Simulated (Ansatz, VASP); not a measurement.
Given: the input of a run of Ansatz 0.2.0 on Cu.

Contents of input.yaml:

```yaml
crystal:
  lattice:
    - [1.1935901047, -3.895204662, 0.0]
    - [1.1935901047, 3.895204662, 0.0]
    - [0.0, 0.0, 2.424961027]
  atoms:
    - { symbol: Cu, position: [0.86613335, 0.13386665, 0.75] }
    - { symbol: Cu, position: [0.13386665, 0.86613335, 0.25] }
hamiltonian:
  xc: r2scan
  pseudopotentials: { kind: paw }
kpoints:
  mp_grid: { grid: [11, 11, 11] }
scf:
  occupations: { method: fermi_dirac, width: 0.05 }
output:
  forces: true
  stress: true
  eigenvalues: true
```

Potentials or basis: Ansatz PAW.

Command:

```console
$ ansatz run input.yaml --threads 2 --pin off --max-ram 5632MiB --backend cpu --events-out ev --progress --plain --runs-dir out
```

Question: Set up the same calculation for VASP 6.6.1. Potentials there: VASP PAW PBE potentials, release 64 (Cu).

Answer: As run (the cutoff follows the program's own potentials):

Contents of POSCAR:

```
Cu
1.0
    1.1935901047     -3.8952046620      0.0000000000
    1.1935901047      3.8952046620      0.0000000000
    0.0000000000      0.0000000000      2.4249610270
Cu
2
Direct
    0.8661333500      0.1338666500      0.7500000000
    0.1338666500      0.8661333500      0.2500000000
```

Contents of INCAR.step1:

```
PREC = Accurate
ENCUT = 520
ISMEAR = -1
SIGMA = 0.05
LREAL = False
LASPH = True
NELM = 80
NBANDS = 18
GGA = PE
ALGO = Normal
EDIFF = 1E-4
LWAVE = True
LCHARG = False
```

The input INCAR.step2:

```
PREC = Accurate
ENCUT = 520
EDIFF = 1E-6
ISMEAR = -1
SIGMA = 0.05
LREAL = False
LASPH = True
NELM = 80
ALGO = Normal
ISIF = 2
LWAVE = False
LCHARG = False
METAGGA = R2SCAN
LMIXTAU = True
NBANDS = 18
ISTART = 1
```

The input KPOINTS:

```
Automatic mesh
0
Gamma
  11 11 11
```

Potentials or basis: VASP PAW PBE potentials, release 64 (Cu).

The run is started by

```sh
$ cat potpaw_PBE.64/Cu/POTCAR > POTCAR
$ cp INCAR.step1 INCAR
$ mpirun -np 1 vasp_std > vasp.out
$ cp INCAR.step2 INCAR
$ mpirun -np 1 vasp_std > vasp.out
```

Both were run:

|  | VASP | Ansatz | Ansatz less VASP |
| --- | --- | --- | --- |
| gap on the k mesh at the Fermi level (eV) | none | none | - |
| pressure (GPa) | 11.5 | 10.9 | -0.53 |
| traceless stress, the component that is largest in VASP (GPa) | 0.75 | 0.85 | +0.101 |
| rms of the force components (eV/Å) | 0.063 | 0.059 | -0.0038 |

VASP's potentials were made for PBE, not for r2SCAN. Atom by atom the forces differ by 0.004 eV/Å (rms over components). A gap of «none» marks a metal or a gap that the smearing closes. VASP's potentials hold 22 valence electrons a cell and Ansatz's 38, so a difference there can come from the potentials and not from the codes.
